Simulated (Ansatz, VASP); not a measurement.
KBr: VASP beside Ansatz

File POSCAR:

```
KBr
1.0
    3.7766780259      0.0000000000      0.0000000000
    0.0000000000      3.7766780259      0.0000000000
    0.0000000000      0.0000000000      3.7766780259
K Br
1 1
Direct
    0.0000000000      0.0000000000      0.0000000000
    0.5000000000      0.5000000000      0.5000000000
```

Contents of INCAR.step1:

```
PREC     = Accurate       # precision mode
ENCUT    = 520            # plane-wave cutoff, eV
ISMEAR   = 0              # smearing method
SIGMA    = 0.01           # smearing width, eV
LREAL    = F              # projectors in reciprocal space
LASPH    = T              # aspherical terms in the spheres
NELM     = 80             # most SCF steps
NBANDS   = 15             # bands
GGA      = PE             # functional
ALGO     = Normal         # electronic algorithm
EDIFF    = 1E-4           # SCF threshold, eV
LWAVE    = T              # write WAVECAR
LCHARG   = F              # write CHGCAR
```

The input INCAR.step2:

```
PREC     = Accurate       # precision mode
ENCUT    = 520            # plane-wave cutoff, eV
EDIFF    = 1E-6           # SCF threshold, eV
ISMEAR   = 0              # smearing method
SIGMA    = 0.01           # smearing width, eV
LREAL    = F              # projectors in reciprocal space
LASPH    = T              # aspherical terms in the spheres
NELM     = 80             # most SCF steps
ALGO     = Normal         # electronic algorithm
ISIF     = 2              # what is computed and relaxed
LWAVE    = F              # write WAVECAR
LCHARG   = F              # write CHGCAR
METAGGA  = R2SCAN         # meta-GGA
LMIXTAU  = T            
NBANDS   = 15             # bands
ISTART   = 1
```

KPOINTS

```
Automatic mesh
0
Gamma
  6 6 6
```

Input for Ansatz:

```yaml
crystal:
  lattice:
    - [3.7766780259, 0.0, 0.0]
    - [0.0, 3.7766780259, 0.0]
    - [0.0, 0.0, 3.7766780259]
  atoms:
    - { symbol: K, position: [0.0, 0.0, 0.0] }
    - { symbol: Br, position: [0.5, 0.5, 0.5] }
kpoints:
  mp_grid: { grid: [6, 6, 6] }
  band_path:
    path:
      - [0.0, 0.0, 0.0]
      - [0.0, 0.5, 0.0]
      - [0.5, 0.5, 0.0]
      - [0.5, 0.5, 0.5]
      - [0.0, 0.5, 0.5]
    npoints: 1
hamiltonian:
  xc: r2scan
scf:
  occupations: { method: fixed }
  n_extra_bands: 4
output:
  forces: true
  stress: true
  eigenvalues: true
  write_density: true
  write_potential: true
  elf: true
  volumetric_format: npy
```

Change from the starting cell: hydrostatic strain -5.0%.

Alike in both runs: task single point; functional r2SCAN; k mesh 6 × 6 × 6; no spin polarisation.

```csv
,VASP,Ansatz
version,VASP 6.6.1,Ansatz 0.2.0
potentials or method,"VASP PAW PBE potentials, release 64 (K_sv, Br)","plane waves, PAW"
plane-wave cutoff (eV),520,500
occupations,"gaussian, width 0.01 eV",fixed
valence electrons in the cell,16,16
```

Ansatz gave:

- gap on the k mesh at the Fermi level (eV): 5.42
- pressure (GPa): 4.2

Q: Estimate VASP's values.

A: gap on the k mesh at the Fermi level (eV): 5.42; pressure (GPa): 4.3.

VASP's potentials were made for PBE, not for r2SCAN.
